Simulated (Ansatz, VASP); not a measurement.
**GaO3 in VASP and in Ansatz**

```xyz
4
Lattice="-2.0806 2.0806 2.0806 2.0806 -2.0806 2.0806 2.0806 2.0806 -2.0806" Properties=species:S:1:pos:R:3 pbc="T T T"
Ga    0.0000    0.0000    0.0000
O     2.0806    0.0000    0.0000
O     0.0000    2.0806    0.0000
O     0.0000    0.0000    2.0806
```

Alike in both runs: functional PBE; k mesh 16 × 16 × 16; occupations gaussian, width 0.1 eV; no spin polarisation.

Ansatz relaxed the structure, and its values are those at the end. VASP's run is a single point on that final structure, the one shown.

|  | VASP | Ansatz |
| --- | --- | --- |
| version | VASP 6.6.1 | Ansatz 0.2.0 |
| potentials or method | VASP PAW PBE potentials, release 64 (Ga_d, O), cutoff 520 eV | scalar-relativistic, plane waves, PAW |
| valence electrons in the cell | 31 | 31 |

VASP gave:

```
gap on the k mesh at the Fermi level (eV) : none
pressure (GPa)                            : 0.4
```

**Question.** Which values does Ansatz return?

**Answer.** gap on the k mesh at the Fermi level (eV): none; pressure (GPa): 0.0.

A gap of «none» marks a metal or a gap that the smearing closes. The functional is the same, so the differences come from potentials, cutoffs and numerics.
